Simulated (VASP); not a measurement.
# Mo16F (a cell with a defect) in VASP: single point with PBE

Aim: the single point of Mo16F (a cell with a defect) with PBE.

Everything below comes from runs of VASP 6.6.1. Logs are shortened: lines on timing, memory, paths and dates and some standing lists are left out, and cuts for length are marked.

### 1 The cell of the first run

The cell holds a defect, 17 atoms: a = 6.300 Å, b = 6.300 Å, c = 6.300 Å, α = 90.00°, β = 90.00°, γ = 90.00°.

### 2 Single point, PBE

INCAR

```
SYSTEM = Mo16F
ALGO = Normal ; EDIFF = 1E-7
ENCUT = 520 ; GGA = PE
ISIF = 2 ; ISMEAR = -1
LASPH = .TRUE. ; LCHARG = .TRUE.
LELF = .TRUE. ; LREAL = Auto
LVHAR = .TRUE. ; LWAVE = .FALSE.
NBANDS = 130 ; NELM = 80
PREC = Accurate ; SIGMA = 0.15
```

KPOINTS

```
k-points
0
G
  2 2 2
  0 0 0
```

POSCAR

```
Mo16F
1.0
    6.3000000000      0.0000000000      0.0000000000
    0.0000000000      6.3000000000      0.0000000000
    0.0000000000      0.0000000000      6.3000000000
Mo F
16 1
Direct
   -0.0292555843     -0.0244172359     -0.0001129166
    0.5276154117     -0.0241978610     -0.0001159732
   -0.0033547941      0.5017824756     -0.0001237065
   -0.0022230253     -0.0017977783      0.4998840252
    0.2493359120      0.2744602077      0.2783068610
    0.5019028626      0.5018440272     -0.0001243017
    0.5007970379     -0.0017665908      0.4998826179
    0.7493123660      0.2519647851      0.2513907229
   -0.0051867979      0.5040141587      0.4998749171
    0.2492865417      0.7483926564      0.2525055426
    0.2493395333      0.2744915641      0.7214109319
    0.5037735244      0.5040187131      0.4998741659
    0.7492662592      0.7461855192      0.2543557426
    0.7493151730      0.2519690533      0.7483656747
    0.2492852850      0.7484004979      0.7472411113
    0.7492665083      0.7461867355      0.7454036873
    0.2490995866      0.1250894721     -0.0001525024
```

Potentials or basis: VASP PAW PBE potentials, release 64 (Mo_sv, F).

Command:

```console
> cat potpaw_PBE.64/Mo_sv/POTCAR potpaw_PBE.64/F/POTCAR > POTCAR
> mpirun -np 1 vasp_std > vasp.out
```

OUTCAR:

```text
SYSTEM = Mo16F
   EDIFF = 1E-7
   ENCUT = 520
   GGA = PE
   ISIF = 2
   ISMEAR = -1
   LASPH = .TRUE.
   LREAL = Auto
   NELM = 80
   PREC = Accurate

 ion  position               nearest neighbor table
   1  0.971  0.976  1.000-  17 1.99  13 2.57  16 2.57   8 2.74  14 2.74  10 2.77  15 2.77   2 2.79
                             3 2.99   5 3.11  11 3.12   4 3.16   4 3.16   3 3.32
   2  0.528  0.976  1.000-  17 1.99  13 2.57  16 2.57   8 2.74  14 2.74  10 2.77  15 2.77   1 2.79
                             6 2.99   5 3.11  11 3.11   7 3.16   7 3.16   6 3.32
   3  0.997  0.502  1.000-  16 2.71  13 2.71  14 2.72   8 2.72  10 2.73  15 2.74   5 2.77  11 2.77
                             1 2.99   6 3.12   9 3.15   9 3.15   6 3.18   1 3.32
   4  0.998  0.998  0.500-  16 2.71  13 2.71  15 2.72  10 2.72  14 2.73   8 2.73  11 2.74   5 2.74
                             9 3.11   7 3.13   1 3.16   1 3.16   7 3.17   9 3.19
   5  0.249  0.274  0.278-  17 1.99  12 2.57   9 2.57   7 2.74   4 2.74   6 2.77   3 2.77  11 2.79
                            10 2.99   2 3.11   1 3.11   8 3.16   8 3.16  10 3.32
   6  0.502  0.502  1.000-  16 2.71  13 2.71  14 2.72   8 2.72  10 2.73  15 2.73   5 2.77  11 2.77
                             2 2.99   3 3.12  12 3.15  12 3.15   3 3.18   2 3.32
   7  0.501  0.998  0.500-  16 2.71  13 2.71  15 2.72  10 2.72  14 2.73   8 2.73  11 2.74   5 2.74
                            12 3.11   4 3.13   2 3.16   2 3.16   4 3.17  12 3.19
   8  0.749  0.252  0.251-   9 2.71  12 2.71   3 2.72   6 2.72   4 2.73   7 2.73   2 2.74   1 2.74
                            13 3.11  14 3.13   5 3.16   5 3.16  14 3.17  13 3.19
   9  0.995  0.504  0.500-  11 2.57   5 2.57  13 2.67  16 2.67  14 2.71   8 2.71  10 2.71  15 2.71
                            12 3.09   4 3.11   3 3.15   3 3.15   4 3.19  12 3.21
  10  0.249  0.748  0.253-   9 2.71  12 2.71   4 2.72   7 2.72   6 2.73   3 2.73   2 2.77   1 2.77
                             5 2.99  15 3.12  13 3.15  13 3.15  15 3.18   5 3.32
  11  0.249  0.274  0.721-  17 1.99  12 2.57   9 2.57   7 2.74   4 2.74   6 2.77   3 2.77   5 2.79
                            15 2.99   2 3.11   1 3.12  14 3.16  14 3.16  15 3.32
  12  0.504  0.504  0.500-  11 2.57   5 2.57  13 2.67  16 2.67   8 2.71  14 2.71  10 2.71  15 2.71
                             9 3.09   7 3.11   6 3.15   6 3.15   7 3.19   9 3.21
  13  0.749  0.746  0.254-   1 2.57   2 2.57  12 2.67   9 2.67   7 2.71   4 2.71   6 2.71   3 2.71
                            16 3.09   8 3.11  10 3.15  10 3.15   8 3.19  16 3.21
  14  0.749  0.252  0.748-   9 2.71  12 2.71   3 2.72   6 2.72   4 2.73   7 2.73   2 2.74   1 2.74
                            16 3.11   8 3.13  11 3.16  11 3.16   8 3.17  16 3.19
  15  0.249  0.748  0.747-   9 2.71  12 2.71   4 2.72   7 2.72   6 2.73   3 2.74   2 2.77   1 2.77
                            11 2.99  10 3.12  16 3.15  16 3.15  10 3.18  11 3.32
  16  0.749  0.746  0.745-   1 2.57   2 2.57  12 2.67   9 2.67   7 2.71   4 2.71   6 2.71   3 2.71
                            13 3.09  14 3.11  15 3.15  15 3.15  14 3.19  13 3.21
  17  0.249  0.125  1.000-   1 1.99  11 1.99   5 1.99   2 1.99

  LATTYP: Found a simple cubic cell.
 ALAT       =     6.3000000000

  Lattice vectors:

 A1 = (   6.3000000000,   0.0000000000,   0.0000000000)
 A2 = (   0.0000000000,   6.3000000000,   0.0000000000)
 A3 = (   0.0000000000,   0.0000000000,   6.3000000000)

Analysis of symmetry for initial positions (statically):
=====================================================================
 Subroutine PRICEL returns:
 Original cell was already a primitive cell.

 Routine SETGRP: Setting up the symmetry group for a
 simple cubic supercell.

 Subroutine GETGRP returns: Found  1 space group operations
 (whereof  1 operations were pure point group operations)
 out of a pool of 48 trial point group operations.

The static configuration has the point symmetry C_1 .

Analysis of symmetry for dynamics (positions and initial velocities):
=====================================================================
 Subroutine PRICEL returns:
 Original cell was already a primitive cell.

 Routine SETGRP: Setting up the symmetry group for a
 simple cubic supercell.

 Subroutine GETGRP returns: Found  1 space group operations
 (whereof  1 operations were pure point group operations)
 out of a pool of 48 trial point group operations.

The dynamic configuration has the point symmetry C_1 .

 Subroutine INISYM returns: Found  1 space group operations
 (whereof  1 operations are pure point group operations),
 and found     1 'primitive' translations

----------------------------------------------------------------------------------------

                                     Primitive cell

  volume of cell :     250.0470

  direct lattice vectors                    reciprocal lattice vectors
     6.300000000  0.000000000  0.000000000     0.158730159  0.000000000  0.000000000
[... 59 lines left out ...]

  Length of vectors
     0.079365079  0.079365079  0.079365079

  Shift w.r.t. Gamma in fractional coordinates (k-lattice)
     0.000000000  0.000000000  0.000000000

 Subroutine IBZKPT returns following result:
 ===========================================

 Found      8 irreducible k-points:

 Following reciprocal coordinates:
            Coordinates               Weight
  0.000000  0.000000  0.000000      1.000000
  0.500000  0.000000  0.000000      1.000000
  0.000000  0.500000  0.000000      1.000000
  0.000000  0.000000  0.500000      1.000000
  0.500000  0.500000  0.000000      1.000000
  0.000000  0.500000  0.500000      1.000000
  0.500000  0.000000  0.500000      1.000000
  0.500000  0.500000  0.500000      1.000000
   k-points           NKPTS =      8   k-points in BZ     NKDIM =      8   number of bands    NBANDS=    130
   number of dos      NEDOS =    301   number of ions     NIONS =     17
   total plane-waves  NPLWV = 110592
   dimension x,y,z NGX =    48 NGY =   48 NGZ =   48
   dimension x,y,z NGXF=    96 NGYF=   96 NGZF=   96
   ions per type =              16   1
   NGX,Y,Z   is equivalent  to a cutoff of  12.67, 12.67, 12.67 a.u.
   NGXF,Y,Z  is equivalent  to a cutoff of  25.33, 25.33, 25.33 a.u.
 SYSTEM =  Mo16F
   PREC   = accura    normal or accurate (medium, high low for compatibility)
   ISTART =      0    job   : 0-new  1-cont  2-samecut
   ICHARG =      2    charge: 1-file 2-atom 10-const
   ISPIN  =      1    spin polarized calculation?
   LNONCOLLINEAR =      F non collinear calculations
   LSORBIT =      F    spin-orbit coupling
   LASPH  =      T    aspherical Exc in radial PAW
   ENCUT  =  520.0 eV  38.22 Ry    6.18 a.u.  11.71 11.71 11.71*2*pi/ulx,y,z
   NELM   =     80;   NELMIN=  2; NELMDL= -5     # of ELM steps
   EDIFF  = 0.1E-06   stopping-criterion for ELM
   LREAL  =      T    real-space projection
   EDIFFG = 0.1E-05   stopping-criterion for IOM
   NSW    =      0    number of steps for IOM
   IBRION =     -1    ionic relax: 0-MD 1-quasi-New 2-CG
   NFREE  =      0    steps in history (QN), initial steepest desc. (CG)
   ISIF   =      2    stress and relaxation
   ISYM   =      2    0-nonsym 1-usesym 2-fastsym
   POTIM  = 0.5000    time-step for ionic-motion
   TEBEG  =    0.0;   TEEND  =   0.0 temperature during run
   PSTRESS=    0.0 pullay stress
   NELECT =     231.0000    total number of electrons
   NUPDOWN=      -1.0000    fix difference up-down
   EMIN   =  10.00;   EMAX   =-10.00  energy-range for DOS
   EFERMI =   0.00;   METHOD = LEGACY
   ISMEAR =    -1;   SIGMA  =   0.15  broadening in eV -4-tet -1-fermi 0-gaus
   EFERMI_NEDOS =   21; number of points for ismear=-14 and -15
   IALGO  =     38    algorithm
   IMIX   =      4    mixing-type and parameters
     AMIX     =   0.40;   BMIX     =  1.00
     AMIX_MAG =   1.60;   BMIX_MAG =  1.00
  volume/ion in A,a.u.               =      14.71        99.26
  Fermi-wavevector in a.u.,A,eV,Ry     =   1.594428  3.013032 34.588744  2.542201
  Thomas-Fermi vector in A             =   2.692504
   LORBIT       =      0    0 simple, 1 ext, 2 COOP (PROOUT), +10 PAW based schemes
   GGA     = PE    functional components
   LHFCALC =     F    Hartree Fock is set to
   AEXX    =    0.0000 exact exchange contribution
   IVDW    =     0    specifies the selected vdW correction
   LEPSILON=     F    determine dielectric tensor
   LRPA    =     F    only Hartree local field effects (RPA)
 non-spin polarized calculation
  energy-cutoff  :      520.00
  volume of cell :      250.05
 maximum number of plane-waves:      6776
 NGX is ok and might be reduce to    48
   NGX = 23   NGY = 23   NGZ = 23

 number of electron     230.9999996 magnetization

 Free energy of the ion-electron system (eV)
  ---------------------------------------------------
  ext. energy  EPLUGINS =         0.00000000
  ---------------------------------------------------
  free energy    TOTEN  =      -175.55860997 eV

  energy without entropy =     -174.84113491  energy(sigma->0) =     -175.19987244

 E-fermi :  12.8562     XC(G=0): -13.4972

 val. band max:       12.8497631190   @ k =   0.0000   0.0000   0.0000
 cond. band min:      12.8574925686   @ k =   0.5000   0.5000   0.0000
 fundamental gap:      0.0077294496
 Fermi energy:        12.8562056217

 k-point     1 :       0.0000    0.0000    0.0000
  band No.  band energies     occupation
      1     -48.3693      2.00000
      2     -48.2436      2.00000
      3     -48.1607      2.00000
      4     -48.1606      2.00000
      5     -48.0967      2.00000
      6     -48.0480      2.00000
[... 1029 lines left out ...]
    126      14.6657      0.00001
    127      14.6659      0.00001
 [bands above 127 left out]

------------------------ aborting loop because EDIFF is reached ----------------------------------------

  FORCE on cell =-STRESS in cart. coord.  units (eV):
  Direction    XX          YY          ZZ          XY          YZ          ZX
  --------------------------------------------------------------------------------------
  -------------------------------------------------------------------------------------
  Total       23.4809674     25.3654048     23.4869979      0.0229401     -0.0040810     -0.0004482
  in kB      150.4544095    162.5289507    150.4930494      0.1469886     -0.0261491     -0.0028717
  external PRESSURE =     154.4921365 kB  Pullay stress =       0.0000000 kB

 VOLUME and BASIS-vectors are now :
 -----------------------------------------------------------------------------
  energy-cutoff  :      520.00
  volume of cell :      250.05
      direct lattice vectors                 reciprocal lattice vectors
     6.300000000  0.000000000  0.000000000     0.158730159  0.000000000  0.000000000
     0.000000000  6.300000000  0.000000000     0.000000000  0.158730159  0.000000000
     0.000000000  0.000000000  6.300000000     0.000000000  0.000000000  0.158730159

 POSITION                                       TOTAL-FORCE (eV/Angst)
 -----------------------------------------------------------------------------------
      6.11569      6.14617      6.29929        -0.038708     -0.041606     -0.000285
      3.32398      6.14755      6.29927         0.043548     -0.048371     -0.000314
      6.27886      3.16123      6.29922         0.045282      0.023788     -0.000025
      6.28599      6.28867      3.14927        -0.005031     -0.037925     -0.000453
      1.57082      1.72910      1.75333        -0.002496      0.048466      0.039524
      3.16199      3.16162      6.29922        -0.044982      0.019478      0.000292
[... 9 lines left out ...]
      4.72038      4.70098      4.69604        -0.002944      0.057652     -0.020978
      1.56933      0.78806      6.29904         0.009515      0.001179      0.000838
 -----------------------------------------------------------------------------------
    total drift:                                0.011187      0.001066      0.000851

  FREE ENERGIE OF THE ION-ELECTRON SYSTEM (eV)
  ---------------------------------------------------
  free  energy   TOTEN  =      -175.5586099740 eV

  energy  without entropy=     -174.8411349099  energy(sigma->0) =     -175.19987244
```

Wall time 17 min (1 thread of Intel Xeon Platinum 8175M at 2.50GHz (Skylake/Cascade Lake), shared host); peak memory 0.43 GiB.

Results:

```yaml
Free_energy: -175.5586 eV
Pressure: 15.4 GPa
Largest_force: 0.065 eV/Å
Band_gap_on_the_k_mesh: zero (an odd number of electrons rules out a gap without spin polarisation)
```

Forces in eV/Å, atoms in the order of the input:
```
Mo  -0.039 -0.042  0.000
Mo   0.044 -0.048  0.000
Mo   0.045  0.024  0.000
Mo  -0.005 -0.038  0.000
Mo  -0.002  0.048  0.040
Mo  -0.045  0.019  0.000
Mo   0.004 -0.039 -0.001
Mo  -0.002  0.040  0.004
Mo  -0.019 -0.061 -0.001
Mo   0.000 -0.024 -0.045
Mo  -0.003  0.047 -0.038
Mo   0.021 -0.057  0.000
Mo  -0.003  0.057  0.021
Mo  -0.002  0.039 -0.004
Mo   0.000 -0.025  0.045
Mo  -0.003  0.058 -0.021
F    0.010  0.001  0.001
```

Stress tensor (GPa, compression positive):
```
15.05  0.01  0.00
 0.01 16.25  0.00
 0.00  0.00 15.05
```

Caveat: the k points lie up to 0.50 Å⁻¹ apart, too coarse for converged energies and pressures of a metal; an odd number of electrons without spin polarisation forces a metal; a magnetic or distorted state may lie lower.
